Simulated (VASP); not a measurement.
Input of a VASP 6.6.1 run:

File INCAR:

```
SYSTEM = SrO
ALGO = Normal
EDIFF = 1E-6
EFERMI = MIDGAP
ENCUT = 520
GGA = PE
GGA_COMPAT = .False.
HFSCREEN = 0.2
ISIF = 2
ISMEAR = 0
KPAR = 8
LASPH = .True.
LCHARG = .False.
LHFCALC = .True.
LREAL = .False.
LWAVE = .False.
NELM = 120
PREC = Accurate
PRECFOCK = Normal
SIGMA = 0.03
```

KPOINTS

```
k-points
0
Gamma
  6 6 4
```

POSCAR

```
SrO
1.0
    3.5532880902      0.0000000000      0.0000000000
   -1.7766440451      3.0772377531      0.0000000000
    0.0000000000      0.0000000000      6.2173039800
Sr O
2 2
Direct
    0.6666666667      0.3333333333      0.7500000000
    0.3333333333      0.6666666667      0.2500000000
    0.0000000000      0.0000000000      0.5000000000
    0.0000000000      0.0000000000      0.0000000000
```

Potentials or basis: VASP PAW PBE potentials, release 64 (Sr_sv, O).

Launch:

```sh
$ cat potpaw_PBE.64/Sr_sv/POTCAR potpaw_PBE.64/O/POTCAR > POTCAR
$ mpirun -np 8 vasp_std > vasp.out
```

(1) Predict the band gap on the k mesh.

(2) Estimate the pressure.

Results:

(1) 4.51 eV.

(2) -0.2 GPa.

Caveat: the PAW data sets were made with another functional, which shifts forces and pressure a little.
